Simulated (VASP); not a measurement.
Wanted: the native input for a VASP 6.6.1 run.

```yaml
Task: single point
Functional: LDA
Potentials_or_basis: VASP PAW LDA potentials, release 64 (Pb_d)
Cutoff: 520 eV
k_mesh: 18 × 18 × 18
Occupations: gaussian, width 0.15 eV
Spin: no spin polarisation
Dipole_correction: no
Further_INCAR_settings: ALGO = Fast; EDIFF = 1e-07; NBANDS = 13
```

The structure of Pb lies in POSCAR:

```
Pb
1.0
   -1.9796595667      1.9796595667      1.8806765884
    1.9796595667     -1.9796595667      1.8806765884
    1.9796595667      1.9796595667     -1.8806765884
Pb
1
Direct
    0.0000000000      0.0000000000      0.0000000000
```

This cell differs from its parent crystal: strain +0.000 along x and y, -0.050 along z.

One way to write it, as run:

INCAR

```
ALGO = Fast
EDIFF = 1E-7
ENCUT = 520
ISIF = 2
ISMEAR = 0
LASPH = T
LCHARG = T
LELF = T
LREAL = F
LVHAR = T
LWAVE = F
NBANDS = 13
NELM = 80
PREC = Accurate
SIGMA = 0.15
```

KPOINTS

```
k-points
0
Gamma
  18 18 18
```

Potentials or basis: VASP PAW LDA potentials, release 64 (Pb_d).

Command:

```bash
$ cat potpaw_LDA.64/Pb_d/POTCAR > POTCAR
$ mpirun -np 1 vasp_std > vasp.out
```

Results of the run:

```
Pressure               : -0.9 GPa
Band gap on the k mesh : zero (bands 7 and 8 overlap by 9.74 eV)
```

Caveat: the cell differs from its parent crystal (strain +0.000 along x and y, -0.050 along z); spin-orbit coupling is left out, which moves the levels of the heavy elements.

Run time: 100 s on 1 thread of Intel(R) Xeon(R) 6975P-C (Granite Rapids), with other jobs on the host, peak memory 0.27 GiB.
